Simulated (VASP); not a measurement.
# Zr in VASP: notebook, part 2 of 2

VASP 6.6.1. Earlier steps stand in the parts before.

## (4) Single point, PBE (equal xy, yz and zx shear strains of +2 %)

Input file INCAR:

```
ALGO     = Normal         # electronic algorithm
EDIFF    = 1E-6           # SCF threshold, eV
ENCUT    = 520            # plane-wave cutoff, eV
GGA      = PE             # functional
ISIF     = 2              # what is computed and relaxed
ISMEAR   = -1             # smearing method
LASPH    = T              # aspherical terms in the spheres
LCHARG   = F              # write CHGCAR
LREAL    = F              # projectors in reciprocal space
LWAVE    = F              # write WAVECAR
NBANDS   = 19             # bands
NELM     = 80             # most SCF steps
PREC     = Accurate       # precision mode
SIGMA    = 0.08           # smearing width, eV
```

Input file KPOINTS:

```
k-points
0
Gamma
  13 13 7
```

Input file POSCAR:

```
Zr
1.0
    3.2319982225      0.0323199822      0.0323199822
   -1.5880091855      2.7828325745      0.0118299345
    0.0514700000      0.0514700000      5.1470000000
Zr
2
Direct
    0.3333333333      0.6666666667      0.2500000000
    0.6666666667      0.3333333333      0.7500000000
```

Potentials or basis: VASP PAW PBE potentials, release 64 (Zr_sv).

Launch:

```console
$ cat potpaw_PBE.64/Zr_sv/POTCAR > POTCAR
$ mpirun -np 1 vasp_std > vasp.out
```

OUTCAR:

```text
EDIFF = 1E-6
   ENCUT = 520
   GGA = PE
   ISIF = 2
   ISMEAR = -1
   LASPH = T
   LREAL = F
   NELM = 80
   PREC = Accurate

 ion  position               nearest neighbor table
   1  0.333  0.667  0.250-   2 3.15   2 3.15   2 3.16   2 3.18   2 3.21   2 3.23
   2  0.667  0.333  0.750-   1 3.15   1 3.15   1 3.16   1 3.18   1 3.21   1 3.23

  LATTYP: Found a triclinic cell.
 ALAT       =     3.2603271441
 B/A-ratio  =     0.9827452114
 C/A-ratio  =     1.5788337939
 COS(alpha) =     0.0074204947
 COS(beta)  =     0.0272158148
 COS(gamma) =     0.5000757388

  Lattice vectors:

 A1 = (   1.6439890370,   2.8151525567,   0.0441499167)
 A2 = (  -1.5880091855,   2.7828325745,   0.0118299345)
 A3 = (   0.0514700000,   0.0514700000,   5.1470000000)

Analysis of symmetry for initial positions (statically):
=====================================================================
 Subroutine PRICEL returns:
 Original cell was already a primitive cell.

 Routine SETGRP: Setting up the symmetry group for a
 triclinic supercell.

 Subroutine GETGRP returns: Found  2 space group operations
 (whereof  2 operations were pure point group operations)
 out of a pool of  2 trial point group operations.

The static configuration has the point symmetry S_2 .

Analysis of symmetry for dynamics (positions and initial velocities):
=====================================================================
 Subroutine PRICEL returns:
 Original cell was already a primitive cell.

 Routine SETGRP: Setting up the symmetry group for a
 triclinic supercell.

 Subroutine GETGRP returns: Found  2 space group operations
 (whereof  2 operations were pure point group operations)
 out of a pool of  2 trial point group operations.

The dynamic configuration has the point symmetry S_2 .

 Subroutine INISYM returns: Found  2 space group operations
 (whereof  2 operations are pure point group operations),
 and found     1 'primitive' translations

----------------------------------------------------------------------------------------

                                     Primitive cell

  volume of cell :      46.5476

  direct lattice vectors                    reciprocal lattice vectors
     3.231998223  0.032319982  0.032319982     0.307698371  0.175607048 -0.004833054
    -1.588009186  2.782832574  0.011829935    -0.003538041  0.357342164 -0.003538041
     0.051470000  0.051470000  5.147000000    -0.001924024 -0.001924024  0.194326415

  length of vectors
     3.232321406  3.204070888  5.147514674     0.354315511  0.357377192  0.194345464

  position of ions in fractional coordinates (direct lattice)
     0.333333333  0.666666667  0.250000000
     0.666666667  0.333333333  0.750000000

  ion indices of the primitive-cell ions
   primitive index   ion index
                 1           1
                 2           2

----------------------------------------------------------------------------------------

 KPOINTS: k-points

Automatic generation of k-mesh.
 Grid dimensions read from file:
 generate k-points for:   13   13    7

 Generating k-lattice:

  Cartesian coordinates                     Fractional coordinates (reciprocal lattice)
     0.023669105  0.013508234 -0.000371773     0.076923077 -0.000000000  0.000000000
    -0.000272157  0.027487859 -0.000272157     0.000000000  0.076923077  0.000000000
    -0.000274861 -0.000274861  0.027760916     0.000000000  0.000000000  0.142857143

  Length of vectors
     0.027255039  0.027490553  0.027763638

  Shift w.r.t. Gamma in fractional coordinates (k-lattice)
     0.000000000  0.000000000  0.000000000

 Subroutine IBZKPT returns following result:
 ===========================================

 Found    592 irreducible k-points:

 Following reciprocal coordinates:
            Coordinates               Weight
  0.000000  0.000000  0.000000      1.000000
  0.076923  0.000000  0.000000      2.000000
  0.153846  0.000000  0.000000      2.000000
  0.230769  0.000000  0.000000      2.000000
  0.307692  0.000000  0.000000      2.000000
  0.384615  0.000000  0.000000      2.000000
[... 16 lines left out ...]
  0.153846  0.153846  0.000000      2.000000
  0.230769  0.153846  0.000000      2.000000
 [... further k-points ...]
   k-points           NKPTS =    592   k-points in BZ     NKDIM =    592   number of bands    NBANDS=     19
   number of dos      NEDOS =    301   number of ions     NIONS =      2
   total plane-waves  NPLWV =  23040
   dimension x,y,z NGX =    24 NGY =   24 NGZ =   40
   dimension x,y,z NGXF=    48 NGYF=   48 NGZF=   80
   ions per type =               2
   NGX,Y,Z   is equivalent  to a cutoff of  12.34, 12.45, 12.92 a.u.
   NGXF,Y,Z  is equivalent  to a cutoff of  24.69, 24.91, 25.84 a.u.
 SYSTEM =  unknown system
   PREC   = accura    normal or accurate (medium, high low for compatibility)
   ISTART =      0    job   : 0-new  1-cont  2-samecut
   ICHARG =      2    charge: 1-file 2-atom 10-const
   ISPIN  =      1    spin polarized calculation?
   LNONCOLLINEAR =      F non collinear calculations
   LSORBIT =      F    spin-orbit coupling
   LASPH  =      T    aspherical Exc in radial PAW
   ENCUT  =  520.0 eV  38.22 Ry    6.18 a.u.   6.01  5.96  9.57*2*pi/ulx,y,z
   NELM   =     80;   NELMIN=  2; NELMDL= -5     # of ELM steps
   EDIFF  = 0.1E-05   stopping-criterion for ELM
   LREAL  =      F    real-space projection
   EDIFFG = 0.1E-04   stopping-criterion for IOM
   NSW    =      0    number of steps for IOM
   IBRION =     -1    ionic relax: 0-MD 1-quasi-New 2-CG
   NFREE  =      0    steps in history (QN), initial steepest desc. (CG)
   ISIF   =      2    stress and relaxation
   ISYM   =      2    0-nonsym 1-usesym 2-fastsym
   POTIM  = 0.5000    time-step for ionic-motion
   TEBEG  =    0.0;   TEEND  =   0.0 temperature during run
   PSTRESS=    0.0 pullay stress
   NELECT =      24.0000    total number of electrons
   NUPDOWN=      -1.0000    fix difference up-down
   EMIN   =  10.00;   EMAX   =-10.00  energy-range for DOS
   EFERMI =   0.00;   METHOD = LEGACY
   ISMEAR =    -1;   SIGMA  =   0.08  broadening in eV -4-tet -1-fermi 0-gaus
   EFERMI_NEDOS =   21; number of points for ismear=-14 and -15
   IALGO  =     38    algorithm
   IMIX   =      4    mixing-type and parameters
     AMIX     =   0.40;   BMIX     =  1.00
     AMIX_MAG =   1.60;   BMIX_MAG =  1.00
  volume/ion in A,a.u.               =      23.27       157.06
  Fermi-wavevector in a.u.,A,eV,Ry     =   1.312742  2.480723 23.446805  1.723292
  Thomas-Fermi vector in A             =   2.443113
   LORBIT       =      0    0 simple, 1 ext, 2 COOP (PROOUT), +10 PAW based schemes
   GGA     = PE    functional components
[... 5 lines left out ...]
 non-spin polarized calculation
  energy-cutoff  :      520.00
  volume of cell :       46.55
 maximum number of plane-waves:      1274
   NGX = 13   NGY = 11   NGZ = 19

 number of electron      24.0000000 magnetization

 Free energy of the ion-electron system (eV)
  ---------------------------------------------------
  ext. energy  EPLUGINS =         0.00000000
  ---------------------------------------------------
  free energy    TOTEN  =       -17.05597718 eV

  energy without entropy =      -17.01121114  energy(sigma->0) =      -17.03359416

 E-fermi :   8.9810     XC(G=0): -11.0829

 val. band max:        8.9808353548   @ k =  -0.0769   0.1538   0.1429
 cond. band min:       8.9826099699   @ k =  -0.1538   0.0769   0.1429
 fundamental gap:      0.0017746150
 Fermi energy:         8.9809523533

 k-point     1 :       0.0000    0.0000    0.0000
  band No.  band energies     occupation
      1     -39.8379      2.00000
      2     -39.6824      2.00000
      3     -18.3620      2.00000
      4     -17.5031      2.00000
      5     -17.4807      2.00000
      6     -17.3697      2.00000
[... 11 lines left out ...]
     18      11.1847      0.00000
     19      13.3723      0.00000

 k-point     2 :       0.0769    0.0000    0.0000
  band No.  band energies     occupation
      1     -39.8314      2.00000
      2     -39.6798      2.00000
      3     -18.3444      2.00000
      4     -17.5411      2.00000
      5     -17.4939      2.00000
      6     -17.4050      2.00000
[... 476 lines left out ...]
 k-point    24 :       0.2308    0.1538    0.0000
  band No.  band energies     occupation
      1     -39.7435      2.00000
      2     -39.6543      2.00000
      3     -18.0796      2.00000
      4     -17.9348      2.00000
      5     -17.8668      2.00000
      6     -17.6508      2.00000
[... 11 lines left out ...]
     18      13.4007      0.00000
     19      13.9566      0.00000

 [... further k-points ...]
[... 5 lines left out ...]
  --------------------------------------------------------------------------------------
  -------------------------------------------------------------------------------------
  Total        0.0868272      0.0995337      0.2751433     -0.2565071     -0.1330047     -0.1341661
  in kB        2.9886071      3.4259654      9.4704796     -8.8290169     -4.5780426     -4.6180182
  external PRESSURE =       5.2950174 kB  Pullay stress =       0.0000000 kB

 VOLUME and BASIS-vectors are now :
 -----------------------------------------------------------------------------
  energy-cutoff  :      520.00
  volume of cell :       46.55
      direct lattice vectors                 reciprocal lattice vectors
     3.231998223  0.032319982  0.032319982     0.307698371  0.175607048 -0.004833054
    -1.588009186  2.782832574  0.011829935    -0.003538041  0.357342164 -0.003538041
     0.051470000  0.051470000  5.147000000    -0.001924024 -0.001924024  0.194326415

 POSITION                                       TOTAL-FORCE (eV/Angst)
 -----------------------------------------------------------------------------------
      0.03153      1.87886      1.30541        -0.036311      0.001822      0.005146
      1.66393      0.98776      3.88574         0.036311     -0.001822     -0.005146
 -----------------------------------------------------------------------------------
    total drift:                               -0.000000      0.000000     -0.000000

  FREE ENERGIE OF THE ION-ELECTRON SYSTEM (eV)
  ---------------------------------------------------
  free  energy   TOTEN  =       -17.0559771774 eV

  energy  without entropy=      -17.0112111442  energy(sigma->0) =      -17.03359416
```

Wall time 2 min (1 thread of Intel Xeon 6975P-C (Granite Rapids), shared host); peak memory 0.49 GiB.

Results:

```
Free energy            : -17.0560 eV
Pressure               : 0.5 GPa
Largest force          : 0.037 eV/Å
Band gap on the k mesh : zero (band 12 reaches 10.00 eV, above the bottom of band 13 at 8.70 eV)
```

Forces on the atoms (eV/Å):
```
Zr  -0.036  0.002  0.005
Zr   0.036 -0.002 -0.005
```

Stress tensor (GPa, compression positive):
```
 0.30 -0.88 -0.46
-0.88  0.34 -0.46
-0.46 -0.46  0.95
```

Levels at points of the mesh, in eV from the Fermi level:
```tsv
k point	band 10	band 11	band 12	band 13	band 14	band 15
(0.00, 0.00, 0.00)	-3.01	0.72	1.01	1.05	1.19	1.42
```

Caveat: the cell differs from its parent crystal (equal xy, yz and zx shear strains of +2 %).

## (5) Single point, PBE (volume scaled by 0.96)

Input file INCAR:

```
SYSTEM = Zr
PREC     = Accurate       ! precision mode
ENCUT    = 520            ! plane-wave cutoff, eV
EDIFF    = 1E-6           ! SCF threshold, eV
ISMEAR   = -1             ! smearing method
SIGMA    = 0.08           ! smearing width, eV
LREAL    = .False.        ! projectors in reciprocal space
LASPH    = .True.         ! aspherical terms in the spheres
NELM     = 60             ! most SCF steps
ALGO     = Normal         ! electronic algorithm
ISIF     = 2              ! what is computed and relaxed
LWAVE    = .False.        ! write WAVECAR
LCHARG   = .True.         ! write CHGCAR
GGA      = PE             ! functional
LELF     = .True.         ! ELF
LVHAR    = .True.       
NBANDS   = 19             ! bands
```

Input file KPOINTS:

```
Automatic mesh
0
Gamma
  13 13 7
  0 0 0
```

Input file POSCAR:

```
Zr
1.0
    3.1883172162      0.0000000000      0.0000000000
   -1.5941586081      2.7611637045      0.0000000000
    0.0000000000      0.0000000000      5.0774374186
Zr
2
Direct
    0.3333333333      0.6666666667      0.2500000000
    0.6666666667      0.3333333333      0.7500000000
```

Launch:

```console
$ cat potpaw_PBE.64/Zr_sv/POTCAR > POTCAR
$ mpirun -np 1 vasp_std > vasp.out
```

Wall time 22 s (1 thread of Intel Xeon Platinum 8559C (Emerald Rapids), shared host); peak memory 0.18 GiB.

Results (log left out):

| Item | Value |
| --- | --- |
| Free energy | -17.0312 eV |
| Pressure | 4.7 GPa |
| Band gap on the k mesh | zero (band 12 reaches 10.42 eV, above the bottom of band 13 at 9.25 eV) |

Stress tensor (GPa, compression positive):
```
4.32 0.00 0.00
0.00 4.32 0.00
0.00 0.00 5.36
```

Levels at points of the mesh, in eV from the Fermi level:
| k point | band 10 | band 11 | band 12 | band 13 | band 14 | band 15 |
| --- | --- | --- | --- | --- | --- | --- |
| (0.00, 0.00, 0.00) | -3.14 | 0.87 | 0.87 | 1.04 | 1.34 | 1.61 |

## (6) Single point, PBE (volume scaled by 0.99)

Input file INCAR:

```
SYSTEM = Zr
ALGO     = Normal         ! electronic algorithm
EDIFF    = 1E-6           ! SCF threshold, eV
ENCUT    = 520            ! plane-wave cutoff, eV
GGA      = PE             ! functional
ISIF     = 2              ! what is computed and relaxed
ISMEAR   = -1             ! smearing method
LASPH    = .TRUE.         ! aspherical terms in the spheres
LCHARG   = .FALSE.        ! write CHGCAR
LREAL    = .FALSE.        ! projectors in reciprocal space
LWAVE    = .FALSE.        ! write WAVECAR
NBANDS   = 19             ! bands
NELM     = 100            ! most SCF steps
PREC     = Accurate       ! precision mode
SIGMA    = 0.08           ! smearing width, eV
```

Input file KPOINTS:

```
k-points
0
G
  13 13 7
  0 0 0
```

Input file POSCAR:

```
Zr
1.0
    3.2211887832      0.0000000000      0.0000000000
   -1.6105943915      2.7896313165      0.0000000000
    0.0000000000      0.0000000000      5.1297858246
Zr
2
Direct
    0.3333333333      0.6666666667      0.2500000000
    0.6666666667      0.3333333333      0.7500000000
```

Potentials or basis: VASP PAW PBE potentials, release 64 (Zr_sv).

Launch:

```console
$ cat potpaw_PBE.64/Zr_sv/POTCAR > POTCAR
$ mpirun -np 1 vasp_std > vasp.out
```

Run time: 20 s. Hardware: 1 thread of Intel Xeon Platinum 8559C (Emerald Rapids), shared host; peak memory 0.19 GiB.

It converged, with:

```yaml
Free_energy: -17.0583 eV
Pressure: 1.5 GPa
Band_gap_on_the_k_mesh: zero (band 12 reaches 9.97 eV, above the bottom of band 13 at 8.88 eV)
```

Stress tensor (GPa, compression positive):
```
1.25 0.00 0.00
0.00 1.25 0.00
0.00 0.00 2.01
```

Levels at points of the mesh, in eV from the Fermi level:
| k point | band 9 | band 10 | band 11 | band 12 | band 13 | band 14 | band 15 | band 16 |
| --- | --- | --- | --- | --- | --- | --- | --- | --- |
| (0.00, 0.00, 0.00) | -5.67 | -3.05 | 0.87 | 0.87 | 1.03 | 1.22 | 1.57 | 1.57 |

## (7) The runs side by side

| cell | gap on the mesh (eV) | pressure (GPa) |
| --- | --- | --- |
| a = 3.259, b = 3.259, c = 5.190 Å, angles 90.0, 90.0, 120.0°, 2 atoms | none | -1.8 |
| a = 3.285, b = 3.285, c = 5.231 Å, angles 90.0, 90.0, 120.0°, 2 atoms | none | -3.8 |
| a = 3.232, b = 3.204, c = 5.148 Å, angles 89.6, 88.8, 119.1°, 2 atoms | none | 0.5 |
| a = 3.188, b = 3.188, c = 5.077 Å, angles 90.0, 90.0, 120.0°, 2 atoms | none | 4.7 |
| a = 3.221, b = 3.221, c = 5.130 Å, angles 90.0, 90.0, 120.0°, 2 atoms | none | 1.5 |

Alike in all rows: task single point; level PBE; potentials or basis VASP PAW PBE potentials, release 64 (Zr_sv); no spin polarisation; k mesh 13 × 13 × 7; cutoff (eV) 520; smearing fermi-dirac 0.08 eV.

Absolute energies hang on the potentials; compare differences alone.
